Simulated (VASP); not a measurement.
# CdI2 (P-3m1) in VASP: further runs, part 3 of 3

VASP 6.6.1.

### 5 Single point, PBE+D3(BJ) (strain -0.025 along x and y, +0.050 along z)

Input file INCAR:

```
SYSTEM = CdI2
PREC = Accurate
ENCUT = 500
EDIFF = 1E-6
ISMEAR = 0
SIGMA = 0.05
LREAL = .False.
LASPH = .True.
NELM = 120
ALGO = Normal
ISIF = 2
LWAVE = .False.
LCHARG = .False.
GGA = PE
IVDW = 12
NBANDS = 20
GGA_COMPAT = .False.
```

Input file KPOINTS:

```
Automatic mesh
0
Gamma
  9 9 4
  0 0 0
```

Input file POSCAR:

```
CdI2
1.0
    4.1378992343      0.0000000000      0.0000000000
   -2.0689496171      3.5835258553      0.0000000000
    0.0000000000      0.0000000000      7.2019500000
Cd I
1 2
Direct
    0.0000000000      0.0000000000      0.0000000000
    0.3333333333      0.6666666667      0.2492000000
    0.6666666667      0.3333333333      0.7508000000
```

Potentials or basis: VASP PAW PBE potentials, release 64 (Cd, I).

On the command line:

```console
$ cat potpaw_PBE.64/Cd/POTCAR potpaw_PBE.64/I/POTCAR > POTCAR
$ mpirun -np 1 vasp_std > vasp.out
```

OUTCAR:

```text
SYSTEM = CdI2
   PREC = Accurate
   ENCUT = 500
   EDIFF = 1E-6
   ISMEAR = 0
   LREAL = .False.
   LASPH = .True.
   NELM = 120
   ISIF = 2
   GGA = PE
   IVDW = 12
 IVDW          = 12

 ion  position               nearest neighbor table
   1  0.000  0.000  0.000-   2 2.99   3 2.99   3 2.99   2 2.99   3 2.99   2 2.99
   2  0.333  0.667  0.249-   1 2.99   1 2.99   1 2.99
   3  0.667  0.333  0.751-   1 2.99   1 2.99   1 2.99

  LATTYP: Found a hexagonal cell.
 ALAT       =     4.1378992343
 C/A-ratio  =     1.7404846257

  Lattice vectors:

 A1 = (   4.1378992343,   0.0000000000,   0.0000000000)
 A2 = (  -2.0689496171,   3.5835258553,   0.0000000000)
 A3 = (   0.0000000000,   0.0000000000,   7.2019500000)

Analysis of symmetry for initial positions (statically):
=====================================================================
 Subroutine PRICEL returns:
 Original cell was already a primitive cell.

 Routine SETGRP: Setting up the symmetry group for a
 hexagonal supercell.

 Subroutine GETGRP returns: Found 12 space group operations
 (whereof 12 operations were pure point group operations)
 out of a pool of 24 trial point group operations.

The static configuration has the point symmetry D_3d.

Analysis of symmetry for dynamics (positions and initial velocities):
=====================================================================
 Subroutine PRICEL returns:
 Original cell was already a primitive cell.

 Routine SETGRP: Setting up the symmetry group for a
 hexagonal supercell.

 Subroutine GETGRP returns: Found 12 space group operations
 (whereof 12 operations were pure point group operations)
 out of a pool of 24 trial point group operations.

The dynamic configuration has the point symmetry D_3d.

 Subroutine INISYM returns: Found 12 space group operations
 (whereof 12 operations are pure point group operations),
 and found     1 'primitive' translations

----------------------------------------------------------------------------------------

                                     Primitive cell

  volume of cell :     106.7925

  direct lattice vectors                    reciprocal lattice vectors
     4.137899234  0.000000000  0.000000000     0.241668524  0.139527387  0.000000000
    -2.068949617  3.583525855  0.000000000     0.000000000  0.279054775  0.000000000
     0.000000000  0.000000000  7.201950000     0.000000000  0.000000000  0.138851283

  length of vectors
     4.137899234  4.137899234  7.201950000     0.279054775  0.279054775  0.138851283

  position of ions in fractional coordinates (direct lattice)
     0.000000000  0.000000000  0.000000000
     0.333333333  0.666666667  0.249200000
     0.666666667  0.333333333  0.750800000

  ion indices of the primitive-cell ions
   primitive index   ion index
                 1           1
                 2           2
                 3           3

----------------------------------------------------------------------------------------

 KPOINTS: Automatic mesh

Automatic generation of k-mesh.
 Grid dimensions read from file:
 generate k-points for:    9    9    4

 Generating k-lattice:

  Cartesian coordinates                     Fractional coordinates (reciprocal lattice)
     0.026852058  0.015503043  0.000000000     0.111111111  0.000000000  0.000000000
     0.000000000  0.031006086  0.000000000     0.000000000  0.111111111  0.000000000
     0.000000000  0.000000000  0.034712821     0.000000000  0.000000000  0.250000000

  Length of vectors
     0.031006086  0.031006086  0.034712821

  Shift w.r.t. Gamma in fractional coordinates (k-lattice)
     0.000000000  0.000000000  0.000000000

 Subroutine IBZKPT returns following result:
 ===========================================

 Found     43 irreducible k-points:

 Following reciprocal coordinates:
            Coordinates               Weight
  0.000000  0.000000  0.000000      1.000000
  0.111111  0.000000  0.000000      6.000000
  0.222222  0.000000  0.000000      6.000000
  0.333333  0.000000  0.000000      6.000000
  0.444444  0.000000  0.000000      6.000000
  0.111111  0.111111  0.000000      6.000000
[... 16 lines left out ...]
  0.222222  0.111111  0.250000     12.000000
 -0.111111  0.333333  0.250000     12.000000
 [... further k-points ...]
   k-points           NKPTS =     43   k-points in BZ     NKDIM =     43   number of bands    NBANDS=     20
   number of dos      NEDOS =    301   number of ions     NIONS =      3
   total plane-waves  NPLWV =  48600
   dimension x,y,z NGX =    30 NGY =   30 NGZ =   54
   dimension x,y,z NGXF=    60 NGYF=   60 NGZF=  108
   ions per type =               1   2
   NGX,Y,Z   is equivalent  to a cutoff of  12.05, 12.05, 12.47 a.u.
   NGXF,Y,Z  is equivalent  to a cutoff of  24.11, 24.11, 24.93 a.u.
 SYSTEM =  CdI2
   PREC   = accura    normal or accurate (medium, high low for compatibility)
   ISTART =      0    job   : 0-new  1-cont  2-samecut
   ICHARG =      2    charge: 1-file 2-atom 10-const
   ISPIN  =      1    spin polarized calculation?
   LNONCOLLINEAR =      F non collinear calculations
   LSORBIT =      F    spin-orbit coupling
   LASPH  =      T    aspherical Exc in radial PAW
   ENCUT  =  500.0 eV  36.75 Ry    6.06 a.u.   7.54  7.54 13.13*2*pi/ulx,y,z
   NELM   =    120;   NELMIN=  2; NELMDL= -5     # of ELM steps
   EDIFF  = 0.1E-05   stopping-criterion for ELM
   LREAL  =      F    real-space projection
   EDIFFG = 0.1E-04   stopping-criterion for IOM
   NSW    =      0    number of steps for IOM
   IBRION =     -1    ionic relax: 0-MD 1-quasi-New 2-CG
   NFREE  =      0    steps in history (QN), initial steepest desc. (CG)
   ISIF   =      2    stress and relaxation
   ISYM   =      2    0-nonsym 1-usesym 2-fastsym
   POTIM  = 0.5000    time-step for ionic-motion
   TEBEG  =    0.0;   TEEND  =   0.0 temperature during run
   PSTRESS=    0.0 pullay stress
   NELECT =      26.0000    total number of electrons
   NUPDOWN=      -1.0000    fix difference up-down
   EMIN   =  10.00;   EMAX   =-10.00  energy-range for DOS
   EFERMI =   0.00;   METHOD = LEGACY
   ISMEAR =     0;   SIGMA  =   0.05  broadening in eV -4-tet -1-fermi 0-gaus
   EFERMI_NEDOS =   21; number of points for ismear=-14 and -15
   IALGO  =     38    algorithm
   IMIX   =      4    mixing-type and parameters
     AMIX     =   0.40;   BMIX     =  1.00
     AMIX_MAG =   1.60;   BMIX_MAG =  1.00
  volume/ion in A,a.u.               =      35.60       240.22
  Fermi-wavevector in a.u.,A,eV,Ry     =   1.022239  1.931752 14.217714  1.044972
  Thomas-Fermi vector in A             =   2.155907
   LORBIT       =      0    0 simple, 1 ext, 2 COOP (PROOUT), +10 PAW based schemes
   GGA     = PE    functional components
   LHFCALC =     F    Hartree Fock is set to
   AEXX    =    0.0000 exact exchange contribution
   IVDW    =    12    specifies the selected vdW correction
   LEPSILON=     F    determine dielectric tensor
   LRPA    =     F    only Hartree local field effects (RPA)
 non-spin polarized calculation
 Gauss-broadening in eV      SIGMA  =   0.05
  energy-cutoff  :      500.00
  volume of cell :      106.79
 maximum number of plane-waves:      2748
 NGX is ok and might be reduce to    30
   NGX = 15   NGY = 15   NGZ = 27

 number of electron      26.0000002 magnetization

 Free energy of the ion-electron system (eV)
  ---------------------------------------------------
  ext. energy  EPLUGINS =         0.00000000
  ---------------------------------------------------
  free energy    TOTEN  =        -5.45287740 eV

  energy without entropy =       -5.45287740  energy(sigma->0) =       -5.45287740

 E-fermi :   2.4631     XC(G=0):  -8.5752

 val. band max:        2.1991855514   @ k =   0.0000   0.0000   0.5000
 cond. band min:       4.3670573093   @ k =   0.4444   0.0000   0.5000
 fundamental gap:      2.1678717579
 Fermi energy:         2.4630935489

 k-point     1 :       0.0000    0.0000    0.0000
  band No.  band energies     occupation
      1     -10.1053      2.00000
      2      -9.5000      2.00000
      3      -5.5494      2.00000
      4      -5.5494      2.00000
      5      -5.4489      2.00000
      6      -5.3597      2.00000
[... 12 lines left out ...]
     19      11.0092      0.00000
[... 513 lines left out ...]
      4      -5.4536      2.00000
      5      -5.3754      2.00000
      6      -5.3474      2.00000
[... 12 lines left out ...]
     19       9.9194      0.00000
     20      10.9329      0.00000

 [... further k-points ...]

------------------------ aborting loop because EDIFF is reached ----------------------------------------

 Edisp (eV)   -1.00353

 E8    (eV) :    -0.4504

  FORCE on cell =-STRESS in cart. coord.  units (eV):
  Direction    XX          YY          ZZ          XY          YZ          ZX
  --------------------------------------------------------------------------------------
  -------------------------------------------------------------------------------------
  Total       0.76755     0.76755    -0.45148     0.00000     0.00000     0.00000
  in kB      11.51527    11.51527    -6.77346     0.00000     0.00000     0.00000
  external pressure =        5.42 kB  Pullay stress =        0.00 kB

 VOLUME and BASIS-vectors are now :
 -----------------------------------------------------------------------------
  energy-cutoff  :      500.00
  volume of cell :      106.79
      direct lattice vectors                 reciprocal lattice vectors
     4.137899234  0.000000000  0.000000000     0.241668524  0.139527387  0.000000000
    -2.068949617  3.583525855  0.000000000     0.000000000  0.279054775  0.000000000
     0.000000000  0.000000000  7.201950000     0.000000000  0.000000000  0.138851283

 POSITION                                       TOTAL-FORCE (eV/Angst)
 -----------------------------------------------------------------------------------
      0.00000      0.00000      0.00000        -0.000000      0.000000      0.000000
     -0.00000      2.38902      1.79473         0.000000      0.000000     -0.015197
      2.06895      1.19451      5.40722         0.000000     -0.000000      0.015197
 -----------------------------------------------------------------------------------
    total drift:                                0.000000     -0.000000      0.000000

  FREE ENERGIE OF THE ION-ELECTRON SYSTEM (eV)
  ---------------------------------------------------
  free  energy   TOTEN  =        -6.4564090375 eV

  energy  without entropy=       -6.4564090375  energy(sigma->0) =       -6.45640904
```

Run time: 58 s. Hardware: 1 thread of Intel Xeon Platinum 8375C at 2.90GHz (Ice Lake), shared host; peak memory 0.27 GiB.

Results:

```
Free energy                : -6.4564 eV
Pressure                   : 0.5 GPa
Largest force              : 0.015 eV/Å
Band gap on the k mesh     : 2.17 eV (least direct gap 2.52 eV)
Dispersion energy per atom : -0.335 eV
```

Forces on the atoms (eV/Å):
```
Cd   0.000  0.000  0.000
I    0.000  0.000 -0.015
I    0.000  0.000  0.015
```

Stress tensor (GPa, compression positive):
```
 1.15  0.00  0.00
 0.00  1.15  0.00
 0.00  0.00 -0.68
```

Levels at points of the mesh, in eV from the valence-band top:
```csv
k point,band 9,band 10,band 11,band 12,band 13,band 14,band 15,band 16,band 17,band 18
"(0.00, 0.00, 0.00)",-0.62,-0.29,-0.29,-0.11,-0.11,2.42,4.58,6.46,6.46,7.87
"(0.00, 0.00, 0.50)",-1.91,-0.38,-0.38,0.00,0.00,3.58,4.57,6.31,6.31,7.53
```

Caveat: the cell differs from its parent crystal (strain -0.025 along x and y, +0.050 along z); spin-orbit coupling is left out, which moves the levels of the heavy elements; an odd mesh through Γ misses points on the zone boundary, where band edges can lie.

### 6 Overview

```csv
cell,gap on the mesh (eV),pressure (GPa),largest force (eV/Å)
"a = 4.138, b = 4.138, c = 6.859 Å, angles 90.0, 90.0, 120.0°, 3 atoms",2.37,2.5,0.41
"a = 4.244, b = 4.244, c = 6.688 Å, angles 90.0, 90.0, 120.0°, 3 atoms",2.45,1.3,0.34
"a = 4.138, b = 4.138, c = 7.030 Å, angles 90.0, 90.0, 120.0°, 3 atoms",2.28,1.4,0.19
"a = 4.138, b = 4.138, c = 7.202 Å, angles 90.0, 90.0, 120.0°, 3 atoms",2.17,0.5,0.02
```

Alike in all rows: task single point; level PBE+D3(BJ); potentials or basis VASP PAW PBE potentials, release 64 (Cd, I); no spin polarisation; k mesh 9 × 9 × 4; cutoff (eV) 500; smearing gaussian 0.05 eV.

Caveats: spin-orbit coupling is left out, which moves the levels of the heavy elements; an odd mesh through Γ misses points on the zone boundary, where band edges can lie.

Absolute energies hang on the potentials; compare differences alone.
